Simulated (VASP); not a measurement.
# Ge (P6_3/mmc) in VASP: single point with PBEsol

Aim: the single point of Ge with PBEsol.

All numbers are computed with VASP 6.6.1; they aren't measurements. Logs are shortened: lines on timing, memory, paths and dates and some standing lists are left out, and cuts for length are marked.

## 1. The cell of the first run

It takes space group P6_3/mmc (No. 194, hexagonal). The conventional cell has a = 3.998 Å, b = 3.998 Å, c = 6.594 Å, α = 90.00°, β = 90.00°, γ = 120.00°. Within 3.2 Å of Ge (site symmetry 3m) lie 4 Ge at 2.45 to 2.47 Å.

This isn't the form of Ge at room conditions, which is diamond.

## 2. Single point, PBEsol

File INCAR:

```
SYSTEM = Ge
  PREC = Accurate
  ENCUT = 520
  EDIFF = 1E-6
  ISMEAR = 0
  SIGMA = 0.03
  LREAL = .False.
  LASPH = .True.
  NELM = 80
  ALGO = Normal
  ISIF = 2
  LWAVE = .False.
  LCHARG = .False.
  GGA = PS
  NBANDS = 36
```

File KPOINTS:

```
regular mesh
0
Gamma
  12 12 7
  0 0 0
```

File POSCAR:

```
Ge
1.0
    3.9980518922      0.0000000000      0.0000000000
   -1.9990259461      3.4624145043      0.0000000000
    0.0000000000      0.0000000000      6.5935494637
Ge
4
Direct
    0.3333333333      0.6666666667      0.0628279702
    0.6666666667      0.3333333333      0.5628279702
    0.6666666667      0.3333333333      0.9371720298
    0.3333333333      0.6666666667      0.4371720298
```

Potentials or basis: VASP PAW PBE potentials, release 64 (Ge_d).

On the command line:

```sh
> cat potpaw_PBE.64/Ge_d/POTCAR > POTCAR
> mpirun -np 1 vasp_std > vasp.out
```

OUTCAR:

```text
SYSTEM = Ge
   PREC = Accurate
   ENCUT = 520
   EDIFF = 1E-6
   ISMEAR = 0
   LREAL = .False.
   LASPH = .True.
   NELM = 80
   ISIF = 2
   GGA = PS

 ion  position               nearest neighbor table
   1  0.333  0.667  0.063-   3 2.45   3 2.45   3 2.45   4 2.47
   2  0.667  0.333  0.563-   4 2.45   4 2.45   4 2.45   3 2.47
   3  0.667  0.333  0.937-   1 2.45   1 2.45   1 2.45   2 2.47
   4  0.333  0.667  0.437-   2 2.45   2 2.45   2 2.45   1 2.47

  LATTYP: Found a hexagonal cell.
 ALAT       =     3.9980518922
 C/A-ratio  =     1.6491905662

  Lattice vectors:

 A1 = (   3.9980518922,   0.0000000000,   0.0000000000)
 A2 = (  -1.9990259461,   3.4624145043,   0.0000000000)
 A3 = (   0.0000000000,   0.0000000000,   6.5935494637)

Analysis of symmetry for initial positions (statically):
=====================================================================
 Subroutine PRICEL returns:
 Original cell was already a primitive cell.

 Routine SETGRP: Setting up the symmetry group for a
 hexagonal supercell.

 Subroutine GETGRP returns: Found 24 space group operations
 (whereof 12 operations were pure point group operations)
 out of a pool of 24 trial point group operations.

The static configuration has the point symmetry D_3d.
 The point group associated with its full space group is D_6h.

Analysis of symmetry for dynamics (positions and initial velocities):
=====================================================================
 Subroutine PRICEL returns:
 Original cell was already a primitive cell.

 Routine SETGRP: Setting up the symmetry group for a
 hexagonal supercell.

 Subroutine GETGRP returns: Found 24 space group operations
 (whereof 12 operations were pure point group operations)
 out of a pool of 24 trial point group operations.

The dynamic configuration has the point symmetry D_3d.
 The point group associated with its full space group is D_6h.

 Subroutine INISYM returns: Found 24 space group operations
 (whereof 12 operations are pure point group operations),
 and found     1 'primitive' translations

----------------------------------------------------------------------------------------

                                     Primitive cell

  volume of cell :      91.2739

  direct lattice vectors                    reciprocal lattice vectors
     3.998051892  0.000000000  0.000000000     0.250121816  0.144407898  0.000000000
    -1.999025946  3.462414504  0.000000000     0.000000000  0.288815796  0.000000000
     0.000000000  0.000000000  6.593549464     0.000000000  0.000000000  0.151663380

  length of vectors
     3.998051892  3.998051892  6.593549464     0.288815796  0.288815796  0.151663380

  position of ions in fractional coordinates (direct lattice)
     0.333333333  0.666666667  0.062827970
     0.666666667  0.333333333  0.562827970
     0.666666667  0.333333333  0.937172030
     0.333333333  0.666666667  0.437172030

  ion indices of the primitive-cell ions
   primitive index   ion index
                 1           1
                 2           2
                 3           3
                 4           4

----------------------------------------------------------------------------------------

 KPOINTS: regular mesh

Automatic generation of k-mesh.
 Grid dimensions read from file:
 generate k-points for:   12   12    7

 Generating k-lattice:

  Cartesian coordinates                     Fractional coordinates (reciprocal lattice)
     0.020843485  0.012033991  0.000000000     0.083333333  0.000000000  0.000000000
     0.000000000  0.024067983  0.000000000     0.000000000  0.083333333  0.000000000
     0.000000000  0.000000000  0.021666197     0.000000000  0.000000000  0.142857143

  Length of vectors
     0.024067983  0.024067983  0.021666197

  Shift w.r.t. Gamma in fractional coordinates (k-lattice)
     0.000000000  0.000000000  0.000000000

 Subroutine IBZKPT returns following result:
 ===========================================

 Found     76 irreducible k-points:

 Following reciprocal coordinates:
            Coordinates               Weight
  0.000000  0.000000  0.000000      1.000000
  0.083333  0.000000  0.000000      6.000000
  0.166667  0.000000  0.000000      6.000000
  0.250000  0.000000  0.000000      6.000000
  0.333333  0.000000  0.000000      6.000000
  0.416667  0.000000  0.000000      6.000000
[... 16 lines left out ...]
  0.250000  0.000000  0.142857     12.000000
  0.333333  0.000000  0.142857     12.000000
 [... further k-points ...]
   k-points           NKPTS =     76   k-points in BZ     NKDIM =     76   number of bands    NBANDS=     36
   number of dos      NEDOS =    301   number of ions     NIONS =      4
   total plane-waves  NPLWV =  45000
   dimension x,y,z NGX =    30 NGY =   30 NGZ =   50
   dimension x,y,z NGXF=    60 NGYF=   60 NGZF=  100
   ions per type =               4
   NGX,Y,Z   is equivalent  to a cutoff of  12.47, 12.47, 12.61 a.u.
   NGXF,Y,Z  is equivalent  to a cutoff of  24.95, 24.95, 25.21 a.u.
 SYSTEM =  Ge
   PREC   = accura    normal or accurate (medium, high low for compatibility)
   ISTART =      0    job   : 0-new  1-cont  2-samecut
   ICHARG =      2    charge: 1-file 2-atom 10-const
   ISPIN  =      1    spin polarized calculation?
   LNONCOLLINEAR =      F non collinear calculations
   LSORBIT =      F    spin-orbit coupling
   LASPH  =      T    aspherical Exc in radial PAW
   ENCUT  =  520.0 eV  38.22 Ry    6.18 a.u.   7.43  7.43 12.26*2*pi/ulx,y,z
   NELM   =     80;   NELMIN=  2; NELMDL= -5     # of ELM steps
   EDIFF  = 0.1E-05   stopping-criterion for ELM
   LREAL  =      F    real-space projection
   EDIFFG = 0.1E-04   stopping-criterion for IOM
   NSW    =      0    number of steps for IOM
   IBRION =     -1    ionic relax: 0-MD 1-quasi-New 2-CG
   NFREE  =      0    steps in history (QN), initial steepest desc. (CG)
   ISIF   =      2    stress and relaxation
   ISYM   =      2    0-nonsym 1-usesym 2-fastsym
   POTIM  = 0.5000    time-step for ionic-motion
   TEBEG  =    0.0;   TEEND  =   0.0 temperature during run
   PSTRESS=    0.0 pullay stress
   NELECT =      56.0000    total number of electrons
   NUPDOWN=      -1.0000    fix difference up-down
   EMIN   =  10.00;   EMAX   =-10.00  energy-range for DOS
   EFERMI =   0.00;   METHOD = LEGACY
   ISMEAR =     0;   SIGMA  =   0.03  broadening in eV -4-tet -1-fermi 0-gaus
   EFERMI_NEDOS =   21; number of points for ismear=-14 and -15
   IALGO  =     38    algorithm
   IMIX   =      4    mixing-type and parameters
     AMIX     =   0.40;   BMIX     =  1.00
     AMIX_MAG =   1.60;   BMIX_MAG =  1.00
  volume/ion in A,a.u.               =      22.82       153.99
  Fermi-wavevector in a.u.,A,eV,Ry     =   1.391090  2.628779 26.329064  1.935132
  Thomas-Fermi vector in A             =   2.514963
   LORBIT       =      0    0 simple, 1 ext, 2 COOP (PROOUT), +10 PAW based schemes
   GGA     = PS    functional components
   LHFCALC =     F    Hartree Fock is set to
   AEXX    =    0.0000 exact exchange contribution
   IVDW    =     0    specifies the selected vdW correction
   LEPSILON=     F    determine dielectric tensor
   LRPA    =     F    only Hartree local field effects (RPA)
 non-spin polarized calculation
 Gauss-broadening in eV      SIGMA  =   0.03
  energy-cutoff  :      520.00
  volume of cell :       91.27
 maximum number of plane-waves:      2491
 NGX is ok and might be reduce to    30
   NGX = 15   NGY = 15   NGZ = 25

 number of electron      56.0000052 magnetization

 Free energy of the ion-electron system (eV)
  ---------------------------------------------------
  ext. energy  EPLUGINS =         0.00000000
  ---------------------------------------------------
  free energy    TOTEN  =       -19.68447635 eV

  energy without entropy =      -19.68437530  energy(sigma->0) =      -19.68442583

 E-fermi :   4.8269     XC(G=0): -10.0858

 val. band max:        4.8206255174   @ k =   0.0000   0.0000   0.1429
 cond. band min:       4.9529153398   @ k =   0.0000   0.0000   0.2857
 fundamental gap:      0.1322898225
 Fermi energy:         4.8268518462

 k-point     1 :       0.0000    0.0000    0.0000
  band No.  band energies     occupation
      1     -20.0060      2.00000
      2     -20.0060      2.00000
      3     -19.9683      2.00000
      4     -19.9676      2.00000
      5     -19.9676      2.00000
      6     -19.9547      2.00000
[... 28 lines left out ...]
     35       9.3746      0.00000
     36      10.7789      0.00000

 k-point     2 :       0.0833    0.0000    0.0000
  band No.  band energies     occupation
      1     -20.0108      2.00000
      2     -20.0075      2.00000
      3     -19.9730      2.00000
      4     -19.9702      2.00000
      5     -19.9676      2.00000
      6     -19.9488      2.00000
[... 28 lines left out ...]
     35       9.6851      0.00000
     36      11.2210      0.00000

 k-point     3 :       0.1667    0.0000    0.0000
  band No.  band energies     occupation
      1     -20.0190      2.00000
      2     -20.0107      2.00000
      3     -19.9817      2.00000
      4     -19.9758      2.00000
      5     -19.9668      2.00000
      6     -19.9398      2.00000
[... 28 lines left out ...]
     35      10.4934      0.00000
     36      10.5460      0.00000
[... 742 lines left out ...]
 k-point    23 :       0.2500    0.0000    0.1429
  band No.  band energies     occupation
      1     -20.0222      2.00000
      2     -20.0122      2.00000
      3     -19.9891      2.00000
      4     -19.9837      2.00000
      5     -19.9657      2.00000
      6     -19.9333      2.00000
[... 28 lines left out ...]
     35      11.0212      0.00000
     36      11.4044      0.00000

 k-point    24 :       0.3333    0.0000    0.1429
  band No.  band energies     occupation
      1     -20.0232      2.00000
      2     -20.0138      2.00000
      3     -19.9976      2.00000
      4     -19.9877      2.00000
      5     -19.9585      2.00000
      6     -19.9283      2.00000
[... 28 lines left out ...]
     35      11.7445      0.00000
     36      12.5157      0.00000

 [... further k-points ...]

------------------------ aborting loop because EDIFF is reached ----------------------------------------

  FORCE on cell =-STRESS in cart. coord.  units (eV):
  Direction    XX          YY          ZZ          XY          YZ          ZX
  --------------------------------------------------------------------------------------
  -------------------------------------------------------------------------------------
  Total       -0.0799958     -0.0799958     -0.0520035      0.0000000     -0.0000000      0.0000000
  in kB       -1.4042060     -1.4042060     -0.9128441      0.0000000     -0.0000000      0.0000000
  external PRESSURE =      -1.2404187 kB  Pullay stress =       0.0000000 kB

 VOLUME and BASIS-vectors are now :
 -----------------------------------------------------------------------------
  energy-cutoff  :      520.00
  volume of cell :       91.27
      direct lattice vectors                 reciprocal lattice vectors
     3.998051892  0.000000000  0.000000000     0.250121816  0.144407898  0.000000000
    -1.999025946  3.462414504  0.000000000     0.000000000  0.288815796  0.000000000
     0.000000000  0.000000000  6.593549464     0.000000000  0.000000000  0.151663380

 POSITION                                       TOTAL-FORCE (eV/Angst)
 -----------------------------------------------------------------------------------
     -0.00000      2.30828      0.41426         0.000000     -0.000000     -0.000245
      1.99903      1.15414      3.71103        -0.000000      0.000000     -0.000245
      1.99903      1.15414      6.17929        -0.000000      0.000000      0.000245
     -0.00000      2.30828      2.88252         0.000000     -0.000000      0.000245
 -----------------------------------------------------------------------------------
    total drift:                               -0.000000      0.000000     -0.000000

  FREE ENERGIE OF THE ION-ELECTRON SYSTEM (eV)
  ---------------------------------------------------
  free  energy   TOTEN  =       -19.6844763484 eV

  energy  without entropy=      -19.6843753023  energy(sigma->0) =      -19.68442583
```

Wall time 85 s (1 thread of Intel Xeon Platinum 8559C (Emerald Rapids), shared host); peak memory 0.31 GiB.

Results:

- Free energy: -19.6845 eV
- Pressure: -0.1 GPa
- Band gap on the k mesh: zero (filled and empty bands touch)

Caveat: semilocal functionals underestimate gaps, and a narrow one can read as zero; the PAW data sets were made with another functional, which shifts forces and pressure a little.

The gap in the log of VASP goes by the Fermi energy; the results here count the filled bands.